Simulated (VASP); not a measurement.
# Re (P3m1) in VASP: a series of runs

Runs on Re. Level: PBE. Tasks: single point.

All numbers are computed with VASP 6.6.1; they aren't measurements. Logs are shortened: lines on timing, memory, paths and dates and some standing lists are left out, and cuts for length are marked.

**1. The cell of the first run**

The structure is trigonal, space group P3m1 (No. 156). Conventional cell: a = 2.766 Å, b = 2.766 Å, c = 8.939 Å, α = 90.00°, β = 90.00°, γ = 120.00°. Within 3.6 Å of Re (site symmetry 3m) lie 12 Re at 2.75 to 3.06 Å. Within 3.2 Å of Re (site symmetry 3m) lie 12 Re at 2.45 to 3.06 Å. Within 3.2 Å of Re (site symmetry 3m) lie 12 Re at 2.45 to 2.77 Å. Within 3.6 Å of Re (site symmetry 3m) lie 12 Re at 2.75 to 2.77 Å.

**2. Single point, PBE (one atom moved)**

File INCAR:

```
ALGO = Fast
EDIFF = 1E-6
ENCUT = 520
GGA = PE
ISIF = 2
ISMEAR = 0
LASPH = True
LCHARG = False
LREAL = False
LWAVE = False
NBANDS = 22
NELM = 100
PREC = Accurate
SIGMA = 0.1
```

File KPOINTS:

```
k-points
0
Gamma
  15 15 4
```

File POSCAR:

```
Re
1.0
    2.7663873939      0.0000000000      0.0000000000
   -1.3831936969      2.3957617598      0.0000000000
    0.0000000000      0.0000000000      8.9388451600
Re
4
Direct
    0.0000000000      0.0000000000      0.0000000000
    0.3333333300      0.6666666700      0.2919517279
    0.0000000000      0.0000000000      0.5000000000
    0.6666666700      0.3333333300      0.7500000000
```

Potentials or basis: VASP PAW PBE potentials, release 64 (Re).

On the command line:

```console
$ cat potpaw_PBE.64/Re/POTCAR > POTCAR
$ mpirun -np 1 vasp_std > vasp.out
```

OUTCAR:

```text
EDIFF = 1E-6
   ENCUT = 520
   GGA = PE
   ISIF = 2
   ISMEAR = 0
   LASPH = True
   LREAL = False
   NELM = 100
   PREC = Accurate

 ion  position               nearest neighbor table
   1  0.000  0.000  0.000-   4 2.75   4 2.75   4 2.75   2 3.06   2 3.06   2 3.06
   2  0.333  0.667  0.292-   3 2.45   3 2.45   3 2.45   1 3.06   1 3.06   1 3.06
   3  0.000  0.000  0.500-   2 2.45   2 2.45   2 2.45   4 2.75   4 2.75   4 2.75
   4  0.667  0.333  0.750-   1 2.75   3 2.75   1 2.75   3 2.75   1 2.75   3 2.75

  LATTYP: Found a hexagonal cell.
 ALAT       =     2.7663873939
 C/A-ratio  =     3.2312340563

  Lattice vectors:

 A1 = (   2.7663873939,   0.0000000000,   0.0000000000)
 A2 = (  -1.3831936969,   2.3957617598,   0.0000000000)
 A3 = (   0.0000000000,   0.0000000000,   8.9388451600)

Analysis of symmetry for initial positions (statically):
=====================================================================
 Subroutine PRICEL returns:
 Original cell was already a primitive cell.

 Routine SETGRP: Setting up the symmetry group for a
 hexagonal supercell.

 Subroutine GETGRP returns: Found  6 space group operations
 (whereof  6 operations were pure point group operations)
 out of a pool of 24 trial point group operations.

The static configuration has the point symmetry C_3v.

Analysis of symmetry for dynamics (positions and initial velocities):
=====================================================================
 Subroutine PRICEL returns:
 Original cell was already a primitive cell.

 Routine SETGRP: Setting up the symmetry group for a
 hexagonal supercell.

 Subroutine GETGRP returns: Found  6 space group operations
 (whereof  6 operations were pure point group operations)
 out of a pool of 24 trial point group operations.

The dynamic configuration has the point symmetry C_3v.

 Subroutine INISYM returns: Found  6 space group operations
 (whereof  6 operations are pure point group operations),
 and found     1 'primitive' translations

----------------------------------------------------------------------------------------

                                     Primitive cell

  volume of cell :      59.2431

  direct lattice vectors                    reciprocal lattice vectors
[... 88 lines left out ...]
   LASPH  =      T    aspherical Exc in radial PAW
   ENCUT  =  520.0 eV  38.22 Ry    6.18 a.u.   5.14  5.14 16.62*2*pi/ulx,y,z
   NELM   =    100;   NELMIN=  2; NELMDL= -5     # of ELM steps
   EDIFF  = 0.1E-05   stopping-criterion for ELM
   LREAL  =      F    real-space projection
   EDIFFG = 0.1E-04   stopping-criterion for IOM
   NSW    =      0    number of steps for IOM
   IBRION =     -1    ionic relax: 0-MD 1-quasi-New 2-CG
   NFREE  =      0    steps in history (QN), initial steepest desc. (CG)
   ISIF   =      2    stress and relaxation
   ISYM   =      2    0-nonsym 1-usesym 2-fastsym
   POTIM  = 0.5000    time-step for ionic-motion
   TEBEG  =    0.0;   TEEND  =   0.0 temperature during run
   PSTRESS=    0.0 pullay stress
   NELECT =      28.0000    total number of electrons
   NUPDOWN=      -1.0000    fix difference up-down
   EMIN   =  10.00;   EMAX   =-10.00  energy-range for DOS
   EFERMI =   0.00;   METHOD = LEGACY
   ISMEAR =     0;   SIGMA  =   0.10  broadening in eV -4-tet -1-fermi 0-gaus
   EFERMI_NEDOS =   21; number of points for ismear=-14 and -15
   IALGO  =     68    algorithm
   IMIX   =      4    mixing-type and parameters
     AMIX     =   0.40;   BMIX     =  1.00
     AMIX_MAG =   1.60;   BMIX_MAG =  1.00
  volume/ion in A,a.u.               =      14.81        99.95
  Fermi-wavevector in a.u.,A,eV,Ry     =   1.275209  2.409796 22.125236  1.626159
  Thomas-Fermi vector in A             =   2.407934
   LORBIT       =      0    0 simple, 1 ext, 2 COOP (PROOUT), +10 PAW based schemes
   GGA     = PE    functional components
   LHFCALC =     F    Hartree Fock is set to
   AEXX    =    0.0000 exact exchange contribution
   IVDW    =     0    specifies the selected vdW correction
   LEPSILON=     F    determine dielectric tensor
   LRPA    =     F    only Hartree local field effects (RPA)
 non-spin polarized calculation
 RMM-DIIS sequential band-by-band and
 Gauss-broadening in eV      SIGMA  =   0.10
  energy-cutoff  :      520.00
  volume of cell :       59.24
 maximum number of plane-waves:      1609
 NGX is ok and might be reduce to    24
   NGX = 11   NGY = 11   NGZ = 33

 number of electron      27.9999999 magnetization

 Free energy of the ion-electron system (eV)
  ---------------------------------------------------
  ext. energy  EPLUGINS =         0.00000000
  ---------------------------------------------------
  free energy    TOTEN  =       -48.58913958 eV

  energy without entropy =      -48.57232658  energy(sigma->0) =      -48.58073308

 E-fermi :   7.9167     XC(G=0): -13.6435

 val. band max:        7.8976652220   @ k =   0.2000   0.0000   0.2500
 cond. band min:       7.9220188478   @ k =  -0.1333  -0.4667   0.2500
 fundamental gap:      0.0243536258
 Fermi energy:         7.9167284683

 k-point     1 :       0.0000    0.0000    0.0000
  band No.  band energies     occupation
      1      -2.0789      2.00000
      2       0.1245      2.00000
      3       0.4282      2.00000
      4       1.0575      2.00000
      5       4.5925      2.00000
      6       5.2779      2.00000
[... 589 lines left out ...]
     21      14.2095      0.00000
     22      14.6940      0.00000

 [... further k-points ...]

------------------------ aborting loop because EDIFF is reached ----------------------------------------

  FORCE on cell =-STRESS in cart. coord.  units (eV):
  Direction    XX          YY          ZZ          XY          YZ          ZX
  --------------------------------------------------------------------------------------
  -------------------------------------------------------------------------------------
  Total        4.9436365      4.9436365      8.2876301      0.0000000      0.0000000     -0.0000000
  in kB      133.6962020    133.6962020    224.1315033      0.0000000      0.0000000     -0.0000000
  external PRESSURE =     163.8413025 kB  Pullay stress =       0.0000000 kB

 VOLUME and BASIS-vectors are now :
 -----------------------------------------------------------------------------
  energy-cutoff  :      520.00
  volume of cell :       59.24
      direct lattice vectors                 reciprocal lattice vectors
     2.766387394  0.000000000  0.000000000     0.361482272  0.208701887  0.000000000
    -1.383193697  2.395761760  0.000000000     0.000000000  0.417403774  0.000000000
     0.000000000  0.000000000  8.938845160     0.000000000  0.000000000  0.111871274

 POSITION                                       TOTAL-FORCE (eV/Angst)
 -----------------------------------------------------------------------------------
      0.00000      0.00000      0.00000         0.000000     -0.000000      0.256041
     -0.00000      1.59717      2.60971        -0.000000      0.000000     -6.784903
      0.00000      0.00000      4.46942         0.000000     -0.000000      4.371466
      1.38319      0.79859      6.70413         0.000000      0.000000      2.157396
 -----------------------------------------------------------------------------------
    total drift:                               -0.000000      0.000000      0.000674

  FREE ENERGIE OF THE ION-ELECTRON SYSTEM (eV)
  ---------------------------------------------------
  free  energy   TOTEN  =       -48.5891395797 eV

  energy  without entropy=      -48.5723265798  energy(sigma->0) =      -48.58073308
```

OSZICAR:

```text
N       E                     dE             d eps       ncg     rms          rms(c)
DAV:   1     0.178375862806E+03    0.17838E+03   -0.12329E+04  8214   0.158E+03
DAV:   2    -0.243708606775E+02   -0.20275E+03   -0.18269E+03  8502   0.677E+02
DAV:   3    -0.490777721931E+02   -0.24707E+02   -0.21130E+02  8382   0.346E+02
[... 12 lines left out ...]
RMM:  16    -0.485891212569E+02   -0.39262E-04   -0.43602E-04  7433   0.799E-02    0.106E-02
RMM:  17    -0.485891321211E+02   -0.10864E-04   -0.10945E-04  6722   0.585E-02    0.189E-02
RMM:  18    -0.485891378865E+02   -0.57654E-05   -0.55911E-05  6725   0.493E-02    0.149E-02
RMM:  19    -0.485891392445E+02   -0.13581E-05   -0.12368E-05  5161   0.564E-02    0.344E-02
RMM:  20    -0.485891395797E+02   -0.33519E-06   -0.79785E-06  5175   0.779E-02
   1 F= -.48589140E+02 E0= -.48580733E+02  d E =-.168130E-01
```

Run time: 2 min. Hardware: 1 thread of Intel Xeon 6975P-C (Granite Rapids), shared host; peak memory 0.26 GiB.

Results:

* Free energy: -48.5891 eV
* Pressure: 16.4 GPa
* Largest force: 6.785 eV/Å
* Band gap on the k mesh: zero (bands 14 and 15 overlap by 2.55 eV)

Forces on the atoms (eV/Å):
```
Re   0.000  0.000  0.256
Re   0.000  0.000 -6.785
Re   0.000  0.000  4.371
Re   0.000  0.000  2.157
```

Caveat: the cell differs from its parent crystal (one atom moved); the stress differs along the axes, from 13 to 22 GPa; spin-orbit coupling is left out, which moves the levels of the heavy elements; forces of over 1 eV/Å act on the atoms, so gaps and moduli don't describe the material at rest.

**3. Single point, PBE (one atom moved)**

File INCAR:

```
SYSTEM = Re
PREC     = Accurate       ! precision mode
ENCUT    = 520            ! plane-wave cutoff, eV
EDIFF    = 1E-6           ! SCF threshold, eV
ISMEAR   = 0              ! smearing method
SIGMA    = 0.1            ! smearing width, eV
LREAL    = .FALSE.        ! projectors in reciprocal space
LASPH    = .TRUE.         ! aspherical terms in the spheres
NELM     = 100            ! most SCF steps
ALGO     = Fast           ! electronic algorithm
ISIF     = 2              ! what is computed and relaxed
LWAVE    = .FALSE.        ! write WAVECAR
LCHARG   = .FALSE.        ! write CHGCAR
GGA      = PE             ! functional
NBANDS   = 22             ! bands
```

File KPOINTS:

```
Automatic mesh
0
G
  15 15 4
  0 0 0
```

File POSCAR:

```
Re
1.0
    2.7663873939      0.0000000000      0.0000000000
   -1.3831936969      2.3957617598      0.0000000000
    0.0000000000      0.0000000000      8.9388451600
Re
4
Direct
    0.0000000000      0.0000000000      0.0000000000
    0.3333333300      0.6666666700      0.2500000000
    0.0000000000      0.0000000000      0.5000000000
    0.6666666700      0.3333333300      0.7751710367
```

Potentials or basis: VASP PAW PBE potentials, release 64 (Re).

On the command line:

```console
$ cat potpaw_PBE.64/Re/POTCAR > POTCAR
$ mpirun -np 1 vasp_std > vasp.out
```

Wall time 1.9 min (1 thread of Intel Xeon 6975P-C (Granite Rapids), shared host); peak memory 0.25 GiB.

The run converged. Its results:

```yaml
Free_energy: -49.3457 eV
Pressure: 7.7 GPa
Largest_force: 3.454 eV/Å
Band_gap_on_the_k_mesh: zero (bands 14 and 15 overlap by 2.58 eV)
```

Forces in eV/Å, atoms in the order of the input:
```
Re   0.000  0.000  1.791
Re   0.000  0.000  1.446
Re   0.000  0.000  0.217
Re   0.000  0.000 -3.454
```

Stress tensor (GPa, compression positive):
```
6.52 0.00 0.00
0.00 6.52 0.00
0.00 0.00 9.91
```

Levels at points of the mesh, in eV from the Fermi level:
```tsv
k point	band 11	band 12	band 13	band 14	band 15	band 16	band 17	band 18
(0.00, 0.00, 0.00)	-1.37	-1.32	-1.32	-1.11	-1.11	0.77	0.77	0.77
(0.00, 0.00, 0.50)	-1.56	-1.56	-1.26	-1.26	-1.23	-0.36	1.17	1.17
```

Caveat: the cell differs from its parent crystal (one atom moved); the cell stands under pressure; spin-orbit coupling is left out, which moves the levels of the heavy elements; forces of over 1 eV/Å act on the atoms, so gaps and moduli don't describe the material at rest.

The gap in the log of VASP goes by the Fermi energy; the results here count the filled bands.